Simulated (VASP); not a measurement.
# Fe in VASP: single point with PBEsol

Aim: the single point of Fe with PBEsol.

All numbers are computed with VASP 6.6.1; they aren't measurements. Logs are shortened: lines on timing, memory, paths and dates and some standing lists are left out, and cuts for length are marked.

## Step 1: The cell of the first run

The typed cell holds 1 atom: a = 2.564 Å, b = 2.564 Å, c = 2.564 Å, α = 120.00°, β = 120.00°, γ = 90.01°.

This isn't the form of Fe at room conditions, which is bcc.

## Step 2: Single point, PBEsol, collinear spin, ferromagnetic start

The input, INCAR:

```
SYSTEM = Fe
  PREC = Accurate
  ENCUT = 520
  EDIFF = 1E-6
  ISMEAR = 0
  SIGMA = 0.15
  LREAL = .False.
  LASPH = .True.
  NELM = 150
  ALGO = Normal
  ISIF = 2
  LWAVE = .False.
  LCHARG = .True.
  ISPIN = 2
  MAGMOM = 2.64
  LORBIT = 11
  LMAXMIX = 4
  GGA = PS
  LELF = .True.
  LVHAR = .True.
  NBANDS = 14
```

The input, KPOINTS:

```
Automatic mesh
0
Gamma
  26 26 26
  0 0 0
```

The input, POSCAR:

```
Fe
1.0
   -1.2820677943      1.2820677943      1.8128438611
    1.2820677943     -1.2820677943      1.8128438611
    1.2820677943      1.2820677943     -1.8128438611
Fe
1
Direct
    0.0000000000      0.0000000000      0.0000000000
```

Potentials or basis: VASP PAW PBE potentials, release 64 (Fe).

Command:

```sh
cat potpaw_PBE.64/Fe/POTCAR > POTCAR
mpirun -np 1 vasp_std > vasp.out
```

OUTCAR:

```text
SYSTEM = Fe
   PREC = Accurate
   ENCUT = 520
   EDIFF = 1E-6
   ISMEAR = 0
   LREAL = .False.
   LASPH = .True.
   NELM = 150
   ISIF = 2
   ISPIN = 2
   LORBIT = 11
   GGA = PS

 ion  position               nearest neighbor table
   1  0.000  0.000  0.000-

  LATTYP: Found a body centered tetragonal cell.
 ALAT       =     2.5641355886
 C/A-ratio  =     1.4140000000

  Lattice vectors:

 A1 = (  -1.2820677943,   1.2820677943,   1.8128438611)
 A2 = (   1.2820677943,  -1.2820677943,   1.8128438611)
 A3 = (   1.2820677943,   1.2820677943,  -1.8128438611)

Analysis of symmetry for initial positions (statically):
=====================================================================
 Subroutine PRICEL returns:
 Original cell was already a primitive cell.

 Routine SETGRP: Setting up the symmetry group for a
 body centered tetragonal supercell.

 Subroutine GETGRP returns: Found 16 space group operations
 (whereof 16 operations were pure point group operations)
 out of a pool of 16 trial point group operations.

The static configuration has the point symmetry D_4h.

Analysis of symmetry for dynamics (positions and initial velocities):
=====================================================================
 Subroutine PRICEL returns:
 Original cell was already a primitive cell.

 Routine SETGRP: Setting up the symmetry group for a
 body centered tetragonal supercell.

 Subroutine GETGRP returns: Found 16 space group operations
 (whereof 16 operations were pure point group operations)
 out of a pool of 16 trial point group operations.

The dynamic configuration has the point symmetry D_4h.

Analysis of structural, dynamic, and magnetic symmetry:
=====================================================================
 Subroutine PRICEL returns:
 Original cell was already a primitive cell.

 Routine SETGRP: Setting up the symmetry group for a
 body centered tetragonal supercell.

 Subroutine GETGRP returns: Found 16 space group operations
 (whereof 16 operations were pure point group operations)
 out of a pool of 16 trial point group operations.

The overall configuration has the point symmetry D_4h.

 Subroutine INISYM returns: Found 16 space group operations
 (whereof 16 operations are pure point group operations),
 and found     1 'primitive' translations

----------------------------------------------------------------------------------------

                                     Primitive cell

  volume of cell :      11.9191

  direct lattice vectors                    reciprocal lattice vectors
    -1.282067794  1.282067794  1.812843861     0.000000000  0.389994977  0.275809743
     1.282067794 -1.282067794  1.812843861     0.389994977  0.000000000  0.275809743
     1.282067794  1.282067794 -1.812843861     0.389994977  0.389994977  0.000000000

  length of vectors
     2.563941989  2.563941989  2.563941989     0.477668396  0.477668396  0.551536186

  position of ions in fractional coordinates (direct lattice)
     0.000000000  0.000000000  0.000000000

  ion indices of the primitive-cell ions
   primitive index   ion index
                 1           1

----------------------------------------------------------------------------------------

 KPOINTS: Automatic mesh

Automatic generation of k-mesh.
 Grid dimensions read from file:
 generate k-points for:   26   26   26

 Generating k-lattice:

  Cartesian coordinates                     Fractional coordinates (reciprocal lattice)
     0.000000000  0.014999807  0.010608067     0.038461538  0.000000000  0.000000000
     0.014999807  0.000000000  0.010608067     0.000000000  0.038461538  0.000000000
     0.014999807  0.014999807  0.000000000     0.000000000  0.000000000  0.038461538

  Length of vectors
     0.018371861  0.018371861  0.021212930

  Shift w.r.t. Gamma in fractional coordinates (k-lattice)
     0.000000000  0.000000000  0.000000000

 Subroutine IBZKPT returns following result:
 ===========================================

 Found   1330 irreducible k-points:

 Following reciprocal coordinates:
            Coordinates               Weight
  0.000000  0.000000  0.000000      1.000000
  0.038462  0.000000  0.000000      8.000000
  0.076923  0.000000  0.000000      8.000000
  0.115385  0.000000 -0.000000      8.000000
  0.153846  0.000000 -0.000000      8.000000
  0.192308 -0.000000  0.000000      8.000000
[... 16 lines left out ...]
  0.346154  0.038462  0.000000     16.000000
  0.384615  0.038462  0.000000     16.000000
 [... further k-points ...]
   k-points           NKPTS =   1330   k-points in BZ     NKDIM =   1330   number of bands    NBANDS=     14
   number of dos      NEDOS =    301   number of ions     NIONS =      1
   total plane-waves  NPLWV =   8000
   dimension x,y,z NGX =    20 NGY =   20 NGZ =   20
   dimension x,y,z NGXF=    40 NGYF=   40 NGZF=   40
   ions per type =               1
   NGX,Y,Z   is equivalent  to a cutoff of  12.97, 12.97, 12.97 a.u.
   NGXF,Y,Z  is equivalent  to a cutoff of  25.94, 25.94, 25.94 a.u.
 SYSTEM =  Fe
   PREC   = accura    normal or accurate (medium, high low for compatibility)
   ISTART =      0    job   : 0-new  1-cont  2-samecut
   ICHARG =      2    charge: 1-file 2-atom 10-const
   ISPIN  =      2    spin polarized calculation?
   LNONCOLLINEAR =      F non collinear calculations
   LSORBIT =      F    spin-orbit coupling
   LASPH  =      T    aspherical Exc in radial PAW
   ENCUT  =  520.0 eV  38.22 Ry    6.18 a.u.   4.77  4.77  4.77*2*pi/ulx,y,z
   NELM   =    150;   NELMIN=  2; NELMDL= -5     # of ELM steps
   EDIFF  = 0.1E-05   stopping-criterion for ELM
   LREAL  =      F    real-space projection
   EDIFFG = 0.1E-04   stopping-criterion for IOM
   NSW    =      0    number of steps for IOM
   IBRION =     -1    ionic relax: 0-MD 1-quasi-New 2-CG
   NFREE  =      0    steps in history (QN), initial steepest desc. (CG)
   ISIF   =      2    stress and relaxation
   ISYM   =      2    0-nonsym 1-usesym 2-fastsym
   POTIM  = 0.5000    time-step for ionic-motion
   TEBEG  =    0.0;   TEEND  =   0.0 temperature during run
   PSTRESS=    0.0 pullay stress
   NELECT =       8.0000    total number of electrons
   NUPDOWN=      -1.0000    fix difference up-down
   EMIN   =  10.00;   EMAX   =-10.00  energy-range for DOS
   EFERMI =   0.00;   METHOD = LEGACY
   ISMEAR =     0;   SIGMA  =   0.15  broadening in eV -4-tet -1-fermi 0-gaus
   EFERMI_NEDOS =   21; number of points for ismear=-14 and -15
   IALGO  =     38    algorithm
   IMIX   =      4    mixing-type and parameters
     AMIX     =   0.40;   BMIX     =  1.00
     AMIX_MAG =   1.60;   BMIX_MAG =  1.00
  volume/ion in A,a.u.               =      11.92        80.43
  Fermi-wavevector in a.u.,A,eV,Ry     =   1.433367  2.708671 27.953723  2.054541
  Thomas-Fermi vector in A             =   2.552893
   LORBIT       =     11    0 simple, 1 ext, 2 COOP (PROOUT), +10 PAW based schemes
   GGA     = PS    functional components
   LHFCALC =     F    Hartree Fock is set to
   AEXX    =    0.0000 exact exchange contribution
   IVDW    =     0    specifies the selected vdW correction
   LEPSILON=     F    determine dielectric tensor
   LRPA    =     F    only Hartree local field effects (RPA)
 spin polarized calculation
 Gauss-broadening in eV      SIGMA  =   0.15
  energy-cutoff  :      520.00
  volume of cell :       11.92
 maximum number of plane-waves:       332
   NGX =  9   NGY =  9   NGZ =  9

 number of electron       8.0000006 magnetization       2.5549072

 Free energy of the ion-electron system (eV)
  ---------------------------------------------------
  ext. energy  EPLUGINS =         0.00000000
  ---------------------------------------------------
  free energy    TOTEN  =        -8.71959906 eV

  energy without entropy =       -8.70660500  energy(sigma->0) =       -8.71310203

 E-fermi :   5.3799     XC(G=0): -12.9934

 val. band max:        5.3784194460   @ k =  -0.0769  -0.3462   0.0385
 cond. band min:       5.3799163257   @ k =  -0.3846   0.2308   0.0769
 fundamental gap:      0.0014968797
 Fermi energy:         5.3798567842

 spin component 1

 k-point     1 :       0.0000    0.0000    0.0000
  band No.  band energies     occupation
      1      -3.0908      1.00000
      2       2.9741      1.00000
      3       2.9741      1.00000
      4       2.9748      1.00000
      5       3.9922      1.00000
      6       3.9930      1.00000
      7      27.1597      0.00000
      8      31.2808      0.00000
      9      31.2808      0.00000
     10      31.2830      0.00000
     11      34.0914      0.00000
     12      34.0926      0.00000
     13      34.0926      0.00000
     14      36.6713      0.00000
[... 375 lines left out ...]
 k-point    24 :       0.3846    0.0385    0.0000
  band No.  band energies     occupation
      1       0.3971      1.00000
      2       2.8758      1.00000
      3       2.9078      1.00000
      4       3.8050      1.00000
      5       4.6887      1.00000
      6       5.0111      0.99975
      7      13.4647      0.00000
      8      25.7830      0.00000
      9      28.1242      0.00000
     10      29.6849      0.00000
     11      31.4336      0.00000
     12      32.7834      0.00000
     13      37.5832      0.00000
     14      45.0517      0.00000

 [... further k-points ...]

 spin component 2

 k-point     1 :       0.0000    0.0000    0.0000
  band No.  band energies     occupation
      1      -2.7533      1.00000
      2       5.3007      0.77234
      3       5.3007      0.77233
      4       5.3020      0.76849
      5       6.8630      0.00000
      6       6.8645      0.00000
      7      27.0025      0.00000
      8      31.7175      0.00000
      9      31.7175      0.00000
     10      31.7205      0.00000
     11      34.9085      0.00000
     12      34.9096      0.00000
     13      34.9096      0.00000
     14      36.3194      0.00000
[... 375 lines left out ...]
 k-point    24 :       0.3846    0.0385    0.0000
  band No.  band energies     occupation
      1       1.5252      1.00000
      2       4.8115      1.00000
      3       5.3527      0.60121
      4       5.3962      0.43891
      5       7.4310      0.00000
      6       7.6609      0.00000
      7      14.8095      0.00000
      8      25.7788      0.00000
      9      28.8077      0.00000
     10      30.4444      0.00000
     11      32.1868      0.00000
     12      33.4529      0.00000
     13      38.1525      0.00000
     14      45.9555      0.00000

 [... further k-points ...]

------------------------ aborting loop because EDIFF is reached ----------------------------------------

  FORCE on cell =-STRESS in cart. coord.  units (eV):
  Direction    XX          YY          ZZ          XY          YZ          ZX
  --------------------------------------------------------------------------------------
  -------------------------------------------------------------------------------------
  Total       -0.5396804     -0.5396804     -0.5417754      0.0000000     -0.0000000      0.0000000
  in kB      -72.5445603    -72.5445603    -72.8261797      0.0000000     -0.0000000      0.0000000
  external PRESSURE =     -72.6384334 kB  Pullay stress =       0.0000000 kB

 VOLUME and BASIS-vectors are now :
 -----------------------------------------------------------------------------
  energy-cutoff  :      520.00
  volume of cell :       11.92
      direct lattice vectors                 reciprocal lattice vectors
    -1.282067794  1.282067794  1.812843861     0.000000000  0.389994977  0.275809743
     1.282067794 -1.282067794  1.812843861     0.389994977  0.000000000  0.275809743
     1.282067794  1.282067794 -1.812843861     0.389994977  0.389994977  0.000000000

 POSITION                                       TOTAL-FORCE (eV/Angst)
 -----------------------------------------------------------------------------------
      0.00000      0.00000      0.00000         0.000000      0.000000      0.000000
 -----------------------------------------------------------------------------------
    total drift:                                0.000000     -0.000000      0.000000

  FREE ENERGIE OF THE ION-ELECTRON SYSTEM (eV)
  ---------------------------------------------------
  free  energy   TOTEN  =        -8.7195990598 eV

  energy  without entropy=       -8.7066049961  energy(sigma->0) =       -8.71310203

 total charge

# of ion       s       p       d       tot
------------------------------------------
    1        0.479   0.509   6.190   7.178

 magnetization (x)

# of ion       s       p       d       tot
------------------------------------------
    1       -0.017  -0.045   2.606   2.543
```

It took 6.7 min on 1 thread of Intel Xeon 6975P-C (Granite Rapids), shared host; peak memory 0.44 GiB.

Results:

```
Free energy                                           : -8.7196 eV
Pressure                                              : -7.3 GPa
Net moment                                            : 2.55 μB per cell
Site moments                                          : Fe +2.54 μB
Valence electrons inside the program's atomic spheres : Fe 7.18
```

Caveat: the cell stands under tension; the PAW data sets were made with another functional, which shifts forces and pressure a little.
